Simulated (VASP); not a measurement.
# Ba (P6/mmm) in VASP: a series of runs

The runs below take Ba through single point, with PBE.

Everything below comes from runs of VASP 6.6.1. Logs are shortened: lines on timing, memory, paths and dates and some standing lists are left out, and cuts for length are marked.

### 1 The cell of the first run

Symmetry: P6/mmm, No. 191, hexagonal system. Conventional cell: a = 4.096 Å, b = 4.096 Å, c = 3.913 Å, α = 90.00°, β = 90.00°, γ = 120.00°. Within 5.1 Å of Ba (site symmetry 6/mmm) lie 8 Ba at 3.91 to 4.10 Å.

This isn't the form of Ba at room conditions, which is bcc.

### 2 Single point, PBE (strain -0.050 along x and y, +0.000 along z)

INCAR reads:

```
SYSTEM = Ba
ALGO = Normal ; EDIFF = 1E-7
ENCUT = 520 ; GGA = PE
ISIF = 2 ; ISMEAR = 0
LASPH = .TRUE. ; LCHARG = .FALSE.
LREAL = .FALSE. ; LWAVE = .FALSE.
NBANDS = 11 ; NELM = 80
PREC = Accurate ; SIGMA = 0.15
```

KPOINTS reads:

```
k-points
0
G
  15 15 12
  0 0 0
```

POSCAR reads:

```
Ba
1.0
    4.0960330130      0.0000000000      0.0000000000
   -2.0480165065      3.5472686440      0.0000000000
    0.0000000000      0.0000000000      3.9134133000
Ba
1
Direct
    0.0000000000      0.0000000000      0.0000000000
```

Potentials or basis: VASP PAW PBE potentials, release 64 (Ba_sv).

On the command line:

```
cat potpaw_PBE.64/Ba_sv/POTCAR > POTCAR
mpirun -np 1 vasp_std > vasp.out
```

OUTCAR:

```text
SYSTEM = Ba
   EDIFF = 1E-7
   ENCUT = 520
   GGA = PE
   ISIF = 2
   ISMEAR = 0
   LASPH = .TRUE.
   LREAL = .FALSE.
   NELM = 80
   PREC = Accurate

 ion  position               nearest neighbor table
   1  0.000  0.000  0.000-

  LATTYP: Found a hexagonal cell.
 ALAT       =     4.0960330130
 C/A-ratio  =     0.9554154685

  Lattice vectors:

 A1 = (   4.0960330130,   0.0000000000,   0.0000000000)
 A2 = (  -2.0480165065,   3.5472686440,   0.0000000000)
 A3 = (   0.0000000000,   0.0000000000,   3.9134133000)

Analysis of symmetry for initial positions (statically):
=====================================================================
 Subroutine PRICEL returns:
 Original cell was already a primitive cell.

 Routine SETGRP: Setting up the symmetry group for a
 hexagonal supercell.

 Subroutine GETGRP returns: Found 24 space group operations
 (whereof 24 operations were pure point group operations)
 out of a pool of 24 trial point group operations.

The static configuration has the point symmetry D_6h.

Analysis of symmetry for dynamics (positions and initial velocities):
=====================================================================
 Subroutine PRICEL returns:
 Original cell was already a primitive cell.

 Routine SETGRP: Setting up the symmetry group for a
 hexagonal supercell.

 Subroutine GETGRP returns: Found 24 space group operations
 (whereof 24 operations were pure point group operations)
 out of a pool of 24 trial point group operations.

The dynamic configuration has the point symmetry D_6h.

 Subroutine INISYM returns: Found 24 space group operations
 (whereof 24 operations are pure point group operations),
 and found     1 'primitive' translations

----------------------------------------------------------------------------------------

                                     Primitive cell

  volume of cell :      56.8608

  direct lattice vectors                    reciprocal lattice vectors
     4.096033013  0.000000000  0.000000000     0.244138657  0.140953520  0.000000000
    -2.048016506  3.547268644  0.000000000     0.000000000  0.281907039  0.000000000
     0.000000000  0.000000000  3.913413300     0.000000000  0.000000000  0.255531405

  length of vectors
     4.096033013  4.096033013  3.913413300     0.281907039  0.281907039  0.255531405

  position of ions in fractional coordinates (direct lattice)
     0.000000000  0.000000000  0.000000000

  ion indices of the primitive-cell ions
   primitive index   ion index
                 1           1

----------------------------------------------------------------------------------------

 KPOINTS: k-points

Automatic generation of k-mesh.
 Grid dimensions read from file:
 generate k-points for:   15   15   12

 Generating k-lattice:

  Cartesian coordinates                     Fractional coordinates (reciprocal lattice)
     0.016275910  0.009396901  0.000000000     0.066666667  0.000000000  0.000000000
     0.000000000  0.018793803  0.000000000     0.000000000  0.066666667  0.000000000
     0.000000000  0.000000000  0.021294284     0.000000000  0.000000000  0.083333333

  Length of vectors
     0.018793803  0.018793803  0.021294284

  Shift w.r.t. Gamma in fractional coordinates (k-lattice)
     0.000000000  0.000000000  0.000000000

 Subroutine IBZKPT returns following result:
 ===========================================

 Found    189 irreducible k-points:

 Following reciprocal coordinates:
            Coordinates               Weight
  0.000000  0.000000  0.000000      1.000000
  0.066667  0.000000  0.000000      6.000000
  0.133333  0.000000  0.000000      6.000000
  0.200000  0.000000  0.000000      6.000000
  0.266667  0.000000  0.000000      6.000000
  0.333333  0.000000  0.000000      6.000000
[... 16 lines left out ...]
  0.333333  0.200000  0.000000     12.000000
  0.400000  0.200000  0.000000      6.000000
 [... further k-points ...]
   k-points           NKPTS =    189   k-points in BZ     NKDIM =    189   number of bands    NBANDS=     11
   number of dos      NEDOS =    301   number of ions     NIONS =      1
   total plane-waves  NPLWV =  27000
   dimension x,y,z NGX =    30 NGY =   30 NGZ =   30
   dimension x,y,z NGXF=    60 NGYF=   60 NGZF=   60
   ions per type =               1
   NGX,Y,Z   is equivalent  to a cutoff of  12.18, 12.18, 12.74 a.u.
   NGXF,Y,Z  is equivalent  to a cutoff of  24.35, 24.35, 25.49 a.u.
 SYSTEM =  Ba
   PREC   = accura    normal or accurate (medium, high low for compatibility)
   ISTART =      0    job   : 0-new  1-cont  2-samecut
   ICHARG =      2    charge: 1-file 2-atom 10-const
   ISPIN  =      1    spin polarized calculation?
   LNONCOLLINEAR =      F non collinear calculations
   LSORBIT =      F    spin-orbit coupling
   LASPH  =      T    aspherical Exc in radial PAW
   ENCUT  =  520.0 eV  38.22 Ry    6.18 a.u.   7.62  7.62  7.28*2*pi/ulx,y,z
   NELM   =     80;   NELMIN=  2; NELMDL= -5     # of ELM steps
   EDIFF  = 0.1E-06   stopping-criterion for ELM
   LREAL  =      F    real-space projection
   EDIFFG = 0.1E-05   stopping-criterion for IOM
   NSW    =      0    number of steps for IOM
   IBRION =     -1    ionic relax: 0-MD 1-quasi-New 2-CG
   NFREE  =      0    steps in history (QN), initial steepest desc. (CG)
   ISIF   =      2    stress and relaxation
   ISYM   =      2    0-nonsym 1-usesym 2-fastsym
   POTIM  = 0.5000    time-step for ionic-motion
   TEBEG  =    0.0;   TEEND  =   0.0 temperature during run
   PSTRESS=    0.0 pullay stress
   NELECT =      10.0000    total number of electrons
   NUPDOWN=      -1.0000    fix difference up-down
   EMIN   =  10.00;   EMAX   =-10.00  energy-range for DOS
   EFERMI =   0.00;   METHOD = LEGACY
   ISMEAR =     0;   SIGMA  =   0.15  broadening in eV -4-tet -1-fermi 0-gaus
   EFERMI_NEDOS =   21; number of points for ismear=-14 and -15
   IALGO  =     38    algorithm
   IMIX   =      4    mixing-type and parameters
     AMIX     =   0.40;   BMIX     =  1.00
     AMIX_MAG =   1.60;   BMIX_MAG =  1.00
  volume/ion in A,a.u.               =      56.86       383.72
  Fermi-wavevector in a.u.,A,eV,Ry     =   0.917213  1.733282 11.446316  0.841281
  Thomas-Fermi vector in A             =   2.042157
   LORBIT       =      0    0 simple, 1 ext, 2 COOP (PROOUT), +10 PAW based schemes
   GGA     = PE    functional components
   LHFCALC =     F    Hartree Fock is set to
   AEXX    =    0.0000 exact exchange contribution
   IVDW    =     0    specifies the selected vdW correction
   LEPSILON=     F    determine dielectric tensor
   LRPA    =     F    only Hartree local field effects (RPA)
 non-spin polarized calculation
 Gauss-broadening in eV      SIGMA  =   0.15
  energy-cutoff  :      520.00
  volume of cell :       56.86
 maximum number of plane-waves:      1551
   NGX = 15   NGY = 15   NGZ = 15

 number of electron      10.0000002 magnetization

 Free energy of the ion-electron system (eV)
  ---------------------------------------------------
  ext. energy  EPLUGINS =         0.00000000
  ---------------------------------------------------
  free energy    TOTEN  =        -1.71385768 eV

  energy without entropy =       -1.70138126  energy(sigma->0) =       -1.70761947

 E-fermi :   2.0283     XC(G=0):  -7.7327

 val. band max:        2.0077883216   @ k =   0.4000   0.0667   0.2500
 cond. band min:       2.0351847667   @ k =   0.4000   0.1333   0.2500
 fundamental gap:      0.0273964451
 Fermi energy:         2.0283426957

 k-point     1 :       0.0000    0.0000    0.0000
  band No.  band energies     occupation
      1     -26.9447      2.00000
      2     -11.7747      2.00000
      3     -11.7546      2.00000
      4     -11.7546      2.00000
      5      -0.7163      2.00000
      6       2.0835      0.60307
      7       3.8698      0.00000
      8       3.8698      0.00000
      9       7.2758      0.00000
     10       7.2758      0.00000
     11       8.4816      0.00000

 k-point     2 :       0.0667    0.0000    0.0000
  band No.  band energies     occupation
      1     -26.9413      2.00000
      2     -11.7912      2.00000
      3     -11.7709      2.00000
      4     -11.7625      2.00000
      5      -0.6256      2.00000
      6       2.1291      0.34203
      7       3.7228      0.00000
      8       3.9604      0.00000
      9       7.0309      0.00000
     10       7.2482      0.00000
     11       8.7645      0.00000

 k-point     3 :       0.1333    0.0000    0.0000
  band No.  band energies     occupation
      1     -26.9318      2.00000
      2     -11.8928      2.00000
      3     -11.7848      2.00000
      4     -11.7598      2.00000
      5      -0.3692      2.00000
      6       2.2549      0.03269
      7       3.3885      0.00000
      8       4.2290      0.00000
      9       6.5253      0.00000
     10       7.1722      0.00000
     11       9.5037      0.00000

 k-point     4 :       0.2000    0.0000    0.0000
  band No.  band energies     occupation
      1     -26.9177      2.00000
      2     -12.0373      2.00000
      3     -11.8172      2.00000
      4     -11.7435      2.00000
      5       0.0070      2.00000
      6       2.3965      0.00052
      7       3.0833      0.00000
      8       4.6655      0.00000
      9       5.9957      0.00000
     10       7.0653      0.00000
     11       9.9215      0.00000

 k-point     5 :       0.2667    0.0000    0.0000
  band No.  band energies     occupation
      1     -26.9014      2.00000
      2     -12.1967      2.00000
      3     -11.8539      2.00000
      4     -11.7246      2.00000
      5       0.4278      2.00000
      6       2.3728      0.00116
      7       3.0739      0.00000
      8       5.2521      0.00000
      9       5.5294      0.00000
     10       6.9490      0.00000
     11       9.2246      0.00000
[... 211 lines left out ...]
 k-point    21 :       0.2000    0.2000    0.0000
  band No.  band energies     occupation
      1     -26.8819      2.00000
      2     -12.3094      2.00000
      3     -11.9747      2.00000
      4     -11.7020      2.00000
      5       1.1118      2.00000
      6       2.4075      0.00035
      7       2.9031      0.00000
      8       5.2571      0.00000
      9       6.0923      0.00000
     10       6.4634      0.00000
     11       8.8928      0.00000

 k-point    22 :       0.2667    0.2000    0.0000
  band No.  band energies     occupation
      1     -26.8703      2.00000
      2     -12.3771      2.00000
      3     -12.0421      2.00000
      4     -11.6885      2.00000
      5       1.5262      2.00000
      6       2.3463      0.00272
      7       3.0373      0.00000
      8       5.1100      0.00000
      9       6.2244      0.00000
     10       6.5597      0.00000
     11       8.6384      0.00000

 k-point    23 :       0.3333    0.2000    0.0000
  band No.  band energies     occupation
      1     -26.8624      2.00000
      2     -12.4193      2.00000
      3     -12.0908      2.00000
      4     -11.6794      2.00000
      5       1.7259      1.99565
      6       2.5025      0.00001
      7       3.0789      0.00000
      8       5.0262      0.00000
      9       6.0586      0.00000
     10       6.9763      0.00000
     11       8.1516      0.00000

 k-point    24 :       0.4000    0.2000    0.0000
  band No.  band energies     occupation
      1     -26.8596      2.00000
      2     -12.4336      2.00000
      3     -12.1085      2.00000
      4     -11.6761      2.00000
      5       1.7552      1.99000
      6       2.6722      0.00000
      7       3.0334      0.00000
      8       4.9995      0.00000
      9       5.9993      0.00000
     10       7.4972      0.00000
     11       7.5046      0.00000

 [... further k-points ...]

------------------------ aborting loop because EDIFF is reached ----------------------------------------

  FORCE on cell =-STRESS in cart. coord.  units (eV):
  Direction    XX          YY          ZZ          XY          YZ          ZX
  --------------------------------------------------------------------------------------
  -------------------------------------------------------------------------------------
  Total        0.4824896      0.4824896      0.0510497      0.0000000      0.0000000      0.0000000
  in kB       13.5951895     13.5951895      1.4384369      0.0000000      0.0000000      0.0000000
  external PRESSURE =       9.5429386 kB  Pullay stress =       0.0000000 kB

 VOLUME and BASIS-vectors are now :
 -----------------------------------------------------------------------------
  energy-cutoff  :      520.00
  volume of cell :       56.86
      direct lattice vectors                 reciprocal lattice vectors
     4.096033013  0.000000000  0.000000000     0.244138657  0.140953520  0.000000000
    -2.048016506  3.547268644  0.000000000     0.000000000  0.281907039  0.000000000
     0.000000000  0.000000000  3.913413300     0.000000000  0.000000000  0.255531405

 POSITION                                       TOTAL-FORCE (eV/Angst)
 -----------------------------------------------------------------------------------
      0.00000      0.00000      0.00000        -0.000000      0.000000      0.000000
 -----------------------------------------------------------------------------------
    total drift:                                0.000000      0.000000     -0.000000

  FREE ENERGIE OF THE ION-ELECTRON SYSTEM (eV)
  ---------------------------------------------------
  free  energy   TOTEN  =        -1.7138576796 eV

  energy  without entropy=       -1.7013812649  energy(sigma->0) =       -1.70761947
```

Run time: 2.2 min. Hardware: 1 thread of Intel Xeon 8259CL, shared host; peak memory 0.26 GiB.

Results:

```
Free energy            : -1.7139 eV
Pressure               : 1.0 GPa
Band gap on the k mesh : zero (bands 5 and 6 overlap by 0.80 eV)
```

Stress tensor (GPa, compression positive):
```
1.36 0.00 0.00
0.00 1.36 0.00
0.00 0.00 0.14
```

Caveat: the cell differs from its parent crystal (strain -0.050 along x and y, +0.000 along z); spin-orbit coupling is left out, which moves the levels of the heavy elements.

(Continued in part 2 of 2.)
